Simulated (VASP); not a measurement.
# Be4ZnTe (I4/mmm) in VASP: single point with PBE

Aim: the single point of Be4ZnTe with PBE.

Program: VASP 6.6.1. These are calculated values, not measurements. Logs are shortened: lines on timing, memory, paths and dates and some standing lists are left out, and cuts for length are marked.

### Step 1. The cell of the first run

The structure is tetragonal, space group I4/mmm (No. 139). The conventional cell has a = 4.814 Å, b = 4.814 Å, c = 8.499 Å, α = 90.00°, β = 90.00°, γ = 90.00°. Be (site symmetry 2mm) has 2 Be at 2.11 to 2.14 Å and 2 Zn at 2.63 Å and 2 Te at 2.63 Å within 2.8 Å. Within 3.5 Å of Zn (site symmetry 4/mmm) lie 8 Be at 2.63 Å and 4 Te at 3.40 Å. Within 3.5 Å of Te (site symmetry 4/mmm) lie 8 Be at 2.63 Å and 4 Zn at 3.40 Å.

The cell was built from a structure type or drawn by symmetry, and may not be a known phase.

### Step 2. Single point, PBE

Input file INCAR:

```
PREC = Accurate ; ENCUT = 600
EDIFF = 1E-6 ; ISMEAR = 0
SIGMA = 0.2 ; LREAL = F
LASPH = T ; NELM = 120
ALGO = Normal ; ISIF = 2
LWAVE = F ; LCHARG = F
GGA = PE ; NBANDS = 22
GGA_COMPAT = F
```

Input file KPOINTS:

```
regular mesh
0
Gamma
  5 5 5
```

Input file POSCAR:

```
Be4ZnTe
1.0
   -2.4071805022      2.4071805022      4.2496373387
    2.4071805022     -2.4071805022      4.2496373387
    2.4071805022      2.4071805022     -4.2496373387
Be Zn Te
4 1 1
Direct
    0.1258666549      0.6258666549      0.5000000000
    0.6258666549      0.1258666549      0.5000000000
    0.8741333451      0.3741333451      0.5000000000
    0.3741333451      0.8741333451      0.5000000000
    0.0000000000      0.0000000000      0.0000000000
    0.5000000000      0.5000000000      0.0000000000
```

Potentials or basis: VASP PAW PBE potentials, release 64 (Be, Zn, Te).

The run is started by

```console
$ cat potpaw_PBE.64/Be/POTCAR potpaw_PBE.64/Zn/POTCAR potpaw_PBE.64/Te/POTCAR > POTCAR
$ mpirun -np 1 vasp_std > vasp.out
```

OUTCAR:

```text
PREC = Accurate
   ENCUT = 600
   EDIFF = 1E-6
   ISMEAR = 0
   LREAL = F
   LASPH = T
   NELM = 120
   ISIF = 2
   GGA = PE

 ion  position               nearest neighbor table
   1  0.126  0.626  0.500-   4 2.11   3 2.14   5 2.63   6 2.63   5 2.63   6 2.63
   2  0.626  0.126  0.500-   3 2.11   4 2.14   5 2.63   6 2.63   6 2.63   5 2.63
   3  0.874  0.374  0.500-   2 2.11   1 2.14   6 2.63   5 2.63   5 2.63   6 2.63
   4  0.374  0.874  0.500-   1 2.11   2 2.14   5 2.63   6 2.63   5 2.63   6 2.63
   5  0.000  0.000  0.000-   2 2.63   1 2.63   3 2.63   4 2.63   1 2.63   2 2.63   3 2.63   4 2.63

   6  0.500  0.500  0.000-   1 2.63   2 2.63   3 2.63   4 2.63   1 2.63   2 2.63   4 2.63   3 2.63

  LATTYP: Found a body centered tetragonal cell.
 ALAT       =     4.8143610044
 C/A-ratio  =     1.7654003656

  Lattice vectors:

 A1 = (  -2.4071805022,   2.4071805022,   4.2496373387)
 A2 = (   2.4071805022,  -2.4071805022,   4.2496373387)
 A3 = (   2.4071805022,   2.4071805022,  -4.2496373387)

Analysis of symmetry for initial positions (statically):
=====================================================================
 Subroutine PRICEL returns:
 Original cell was already a primitive cell.

 Routine SETGRP: Setting up the symmetry group for a
 body centered tetragonal supercell.

 Subroutine GETGRP returns: Found 16 space group operations
 (whereof 16 operations were pure point group operations)
 out of a pool of 16 trial point group operations.

The static configuration has the point symmetry D_4h.

Analysis of symmetry for dynamics (positions and initial velocities):
=====================================================================
 Subroutine PRICEL returns:
 Original cell was already a primitive cell.

 Routine SETGRP: Setting up the symmetry group for a
 body centered tetragonal supercell.

 Subroutine GETGRP returns: Found 16 space group operations
 (whereof 16 operations were pure point group operations)
 out of a pool of 16 trial point group operations.

The dynamic configuration has the point symmetry D_4h.

 Subroutine INISYM returns: Found 16 space group operations
 (whereof 16 operations are pure point group operations),
 and found     1 'primitive' translations

----------------------------------------------------------------------------------------

                                     Primitive cell

  volume of cell :      98.4984

  direct lattice vectors                    reciprocal lattice vectors
    -2.407180502  2.407180502  4.249637339     0.000000000  0.207711885  0.117657099
     2.407180502 -2.407180502  4.249637339     0.207711885  0.000000000  0.117657099
     2.407180502  2.407180502 -4.249637339     0.207711885  0.207711885  0.000000000

  length of vectors
     5.445039343  5.445039343  5.445039343     0.238720381  0.238720381  0.293748965

  position of ions in fractional coordinates (direct lattice)
     0.125866655  0.625866655  0.500000000
     0.625866655  0.125866655  0.500000000
     0.874133345  0.374133345  0.500000000
     0.374133345  0.874133345  0.500000000
     0.000000000  0.000000000  0.000000000
     0.500000000  0.500000000  0.000000000

  ion indices of the primitive-cell ions
   primitive index   ion index
                 1           1
                 2           2
                 3           3
                 4           4
                 5           5
                 6           6

----------------------------------------------------------------------------------------

 KPOINTS: regular mesh

Automatic generation of k-mesh.
 Grid dimensions read from file:
 generate k-points for:    5    5    5

 Generating k-lattice:

  Cartesian coordinates                     Fractional coordinates (reciprocal lattice)
     0.000000000  0.041542377  0.023531420     0.200000000  0.000000000  0.000000000
     0.041542377  0.000000000  0.023531420     0.000000000  0.200000000  0.000000000
     0.041542377  0.041542377  0.000000000     0.000000000  0.000000000  0.200000000

  Length of vectors
     0.047744076  0.047744076  0.058749793

  Shift w.r.t. Gamma in fractional coordinates (k-lattice)
     0.000000000  0.000000000  0.000000000

 Subroutine IBZKPT returns following result:
 ===========================================

 Found     18 irreducible k-points:

 Following reciprocal coordinates:
            Coordinates               Weight
  0.000000  0.000000  0.000000      1.000000
  0.200000  0.000000 -0.000000      8.000000
  0.400000  0.000000  0.000000      8.000000
  0.200000  0.200000  0.000000      8.000000
  0.400000  0.200000 -0.000000     16.000000
 -0.400000  0.200000  0.000000     16.000000
[... 10 lines left out ...]
 -0.400000  0.400000  0.400000      4.000000
 -0.400000 -0.400000  0.400000      2.000000
   k-points           NKPTS =     18   k-points in BZ     NKDIM =     18   number of bands    NBANDS=     22
   number of dos      NEDOS =    301   number of ions     NIONS =      6
   total plane-waves  NPLWV = 110592
   dimension x,y,z NGX =    48 NGY =   48 NGZ =   48
   dimension x,y,z NGXF=    96 NGYF=   96 NGZF=   96
   ions per type =               4   1   1
   NGX,Y,Z   is equivalent  to a cutoff of  14.66, 14.66, 14.66 a.u.
   NGXF,Y,Z  is equivalent  to a cutoff of  29.31, 29.31, 29.31 a.u.
 SYSTEM =  unknown system
   PREC   = accura    normal or accurate (medium, high low for compatibility)
   ISTART =      0    job   : 0-new  1-cont  2-samecut
   ICHARG =      2    charge: 1-file 2-atom 10-const
   ISPIN  =      1    spin polarized calculation?
   LNONCOLLINEAR =      F non collinear calculations
   LSORBIT =      F    spin-orbit coupling
   LASPH  =      T    aspherical Exc in radial PAW
   ENCUT  =  600.0 eV  44.10 Ry    6.64 a.u.  10.88 10.88 10.88*2*pi/ulx,y,z
   NELM   =    120;   NELMIN=  2; NELMDL= -5     # of ELM steps
   EDIFF  = 0.1E-05   stopping-criterion for ELM
   LREAL  =      F    real-space projection
   EDIFFG = 0.1E-04   stopping-criterion for IOM
   NSW    =      0    number of steps for IOM
   IBRION =     -1    ionic relax: 0-MD 1-quasi-New 2-CG
   NFREE  =      0    steps in history (QN), initial steepest desc. (CG)
   ISIF   =      2    stress and relaxation
   ISYM   =      2    0-nonsym 1-usesym 2-fastsym
   POTIM  = 0.5000    time-step for ionic-motion
   TEBEG  =    0.0;   TEEND  =   0.0 temperature during run
   PSTRESS=    0.0 pullay stress
   NELECT =      26.0000    total number of electrons
   NUPDOWN=      -1.0000    fix difference up-down
   EMIN   =  10.00;   EMAX   =-10.00  energy-range for DOS
   EFERMI =   0.00;   METHOD = LEGACY
   ISMEAR =     0;   SIGMA  =   0.20  broadening in eV -4-tet -1-fermi 0-gaus
   EFERMI_NEDOS =   21; number of points for ismear=-14 and -15
   IALGO  =     38    algorithm
   IMIX   =      4    mixing-type and parameters
     AMIX     =   0.40;   BMIX     =  1.00
     AMIX_MAG =   1.60;   BMIX_MAG =  1.00
  volume/ion in A,a.u.               =      16.42       110.78
  Fermi-wavevector in a.u.,A,eV,Ry     =   1.050162  1.984518 15.005047  1.102840
  Thomas-Fermi vector in A             =   2.185154
   LORBIT       =      0    0 simple, 1 ext, 2 COOP (PROOUT), +10 PAW based schemes
   GGA     = PE    functional components
   LHFCALC =     F    Hartree Fock is set to
   AEXX    =    0.0000 exact exchange contribution
   IVDW    =     0    specifies the selected vdW correction
   LEPSILON=     F    determine dielectric tensor
   LRPA    =     F    only Hartree local field effects (RPA)
 non-spin polarized calculation
 Gauss-broadening in eV      SIGMA  =   0.20
  energy-cutoff  :      600.00
  volume of cell :       98.50
 maximum number of plane-waves:      3313
 NGX is ok and might be reduce to    48
   NGX = 21   NGY = 21   NGZ = 21

 number of electron      25.9999995 magnetization

 Free energy of the ion-electron system (eV)
  ---------------------------------------------------
  ext. energy  EPLUGINS =         0.00000000
  ---------------------------------------------------
  free energy    TOTEN  =       -14.56387045 eV

  energy without entropy =      -14.51751774  energy(sigma->0) =      -14.54069410

 E-fermi :   4.0668     XC(G=0):  -9.4772

 val. band max:        4.0639522526   @ k =  -0.2000   0.4000   0.2000
 cond. band min:       4.1639978431   @ k =   0.2000   0.0000  -0.0000
 fundamental gap:      0.1000455905
 Fermi energy:         4.0668294104

 k-point     1 :       0.0000    0.0000    0.0000
  band No.  band energies     occupation
      1      -8.4283      2.00000
      2      -3.1471      2.00000
      3      -2.9813      2.00000
      4      -2.9813      2.00000
      5      -2.9348      2.00000
      6      -2.9273      2.00000
[... 14 lines left out ...]
     21      12.0368      0.00000
     22      12.0368      0.00000

 k-point     2 :       0.2000    0.0000   -0.0000
  band No.  band energies     occupation
      1      -8.3032      2.00000
      2      -3.1741      2.00000
      3      -2.9877      2.00000
      4      -2.9784      2.00000
      5      -2.9615      2.00000
      6      -2.9606      2.00000
[... 14 lines left out ...]
     21      10.8557      0.00000
     22      10.9711      0.00000

 k-point     3 :       0.4000    0.0000    0.0000
  band No.  band energies     occupation
      1      -8.0679      2.00000
      2      -3.5621      2.00000
      3      -3.0174      2.00000
      4      -3.0041      2.00000
      5      -2.9863      2.00000
      6      -2.9675      2.00000
[... 14 lines left out ...]
     21      10.4504      0.00000
     22      11.2019      0.00000
[... 326 lines left out ...]
 k-point    17 :      -0.4000    0.4000    0.4000
  band No.  band energies     occupation
      1      -8.1277      2.00000
      2      -3.2002      2.00000
      3      -2.9803      2.00000
      4      -2.9632      2.00000
      5      -2.9629      2.00000
      6      -2.9494      2.00000
[... 14 lines left out ...]
     21      10.0613      0.00000
     22      10.5226      0.00000

 k-point    18 :      -0.4000   -0.4000    0.4000
  band No.  band energies     occupation
      1      -8.2276      2.00000
      2      -3.1604      2.00000
      3      -2.9646      2.00000
      4      -2.9646      2.00000
      5      -2.9247      2.00000
      6      -2.9051      2.00000
[... 14 lines left out ...]
     21       9.2955      0.00000
     22      10.4193      0.00000

------------------------ aborting loop because EDIFF is reached ----------------------------------------

  FORCE on cell =-STRESS in cart. coord.  units (eV):
  Direction    XX          YY          ZZ          XY          YZ          ZX
  --------------------------------------------------------------------------------------
  -------------------------------------------------------------------------------------
  Total        0.0138437      0.0138437     -0.0293028      0.0000000     -0.0000000      0.0000000
  in kB        0.2251816      0.2251816     -0.4766403      0.0000000     -0.0000000      0.0000000
  external PRESSURE =      -0.0087591 kB  Pullay stress =       0.0000000 kB

 VOLUME and BASIS-vectors are now :
 -----------------------------------------------------------------------------
  energy-cutoff  :      600.00
  volume of cell :       98.50
      direct lattice vectors                 reciprocal lattice vectors
    -2.407180502  2.407180502  4.249637339     0.000000000  0.207711885  0.117657099
     2.407180502 -2.407180502  4.249637339     0.207711885  0.000000000  0.117657099
     2.407180502  2.407180502 -4.249637339     0.207711885  0.207711885  0.000000000

 POSITION                                       TOTAL-FORCE (eV/Angst)
 -----------------------------------------------------------------------------------
      2.40718      0.00000      1.06978         0.000000     -0.000000     -0.010386
      0.00000      2.40718      1.06978        -0.000000      0.000000     -0.010386
      0.00000      2.40718      3.17986        -0.000000      0.000000      0.010386
      2.40718      0.00000      3.17986         0.000000     -0.000000      0.010386
      0.00000      0.00000      0.00000         0.000000      0.000000      0.000000
      0.00000      0.00000      4.24964         0.000000      0.000000      0.000000
 -----------------------------------------------------------------------------------
    total drift:                               -0.000000      0.000000      0.000000

  FREE ENERGIE OF THE ION-ELECTRON SYSTEM (eV)
  ---------------------------------------------------
  free  energy   TOTEN  =       -14.5638704457 eV

  energy  without entropy=      -14.5175177447  energy(sigma->0) =      -14.54069410
```

It took 2.7 min on 1 thread of AMD EPYC 7R13, shared host; peak memory 0.32 GiB.

Results:

| Property | Result |
| --- | --- |
| Free energy | -14.5639 eV |
| Pressure | 0.0 GPa |
| Largest force | 0.010 eV/Å |
| Band gap on the k mesh | zero (bands 13 and 14 overlap by 1.63 eV) |

Forces on the atoms (eV/Å):
```
Be   0.000  0.000 -0.010
Be   0.000  0.000 -0.010
Be   0.000  0.000  0.010
Be   0.000  0.000  0.010
Zn   0.000  0.000  0.000
Te   0.000  0.000  0.000
```

Levels at points of the mesh, in eV from the Fermi level:
```tsv
k point	band 10	band 11	band 12	band 13	band 14	band 15	band 16	band 17
(0.00, 0.00, 0.00)	-2.84	-1.98	-1.52	-0.61	0.63	0.63	0.89	0.89
```

Caveat: spin-orbit coupling is left out, which moves the levels of the heavy elements.
